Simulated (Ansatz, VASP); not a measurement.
## C in VASP and in Ansatz

```xyz
4
Lattice="1.2275 0.7087 6.9142 -1.2275 0.7087 6.9142 0.0000 -1.4174 6.9142" Properties=species:S:1:pos:R:3 pbc="T T T"
C     0.0000    0.0000   19.0647
C     0.0000    0.0000    5.2364
C     0.0000    0.0000   15.5062
C     0.0000    0.0000    1.6778
```

Alike in both runs: task single point; functional LDA; k mesh 12 × 12 × 12; occupations fermi-dirac, width 0.02 eV; no spin polarisation.

|  | VASP | Ansatz |
| --- | --- | --- |
| version | VASP 6.6.1 | Ansatz 0.2.0 |
| potentials or method | VASP PAW LDA potentials, release 64 (C) | plane waves, PAW |
| plane-wave cutoff (eV) | 520 | 420 |
| valence electrons in the cell | 16 | 16 |

|  | VASP | Ansatz | Ansatz less VASP |
| --- | --- | --- | --- |
| pressure (GPa) | -2.7 | -3.5 | -0.77 |
| traceless stress, the component that is largest in VASP (GPa) | 2.33 | 3.24 | +0.905 |
| rms of the force components (eV/Å) | 0.006 | 0.006 | +0.0001 |

LDA's correlation is that of Perdew and Zunger in VASP and of Perdew and Wang (1992) in Ansatz. Atom by atom the forces differ by 0.000 eV/Å (rms over components).
